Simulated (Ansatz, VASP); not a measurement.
Two plane-wave programs on Ca

```
CELL_PARAMETERS angstrom
-2.35200 2.35200 2.35200
2.35200 -2.35200 2.35200
2.35200 2.35200 -2.35200
ATOMIC_POSITIONS crystal
Ca 0.00000 0.00000 0.00000
```

Change from the starting cell: strain +0.050 along x and y, +0.050 along z, atoms carried along.

Alike in both runs: task single point; functional r2SCAN; k mesh 16 × 16 × 16; occupations gaussian, width 0.15 eV; no spin polarisation.

|  | VASP | Ansatz |
| --- | --- | --- |
| version | VASP 6.6.1 | Ansatz 0.2.0 |
| potentials or method | VASP PAW PBE potentials, release 64 (Ca_sv), cutoff 550 eV | scalar-relativistic, plane waves, PAW |
| valence electrons in the cell | 10 | 10 |

```csv
,VASP,Ansatz,Ansatz less VASP
gap on the k mesh at the Fermi level (eV),none,none,-
pressure (GPa),-2.4,-2.4,-0.03
```

VASP's potentials were made for PBE, not for r2SCAN. A gap of «none» marks a metal or a gap that the smearing closes.
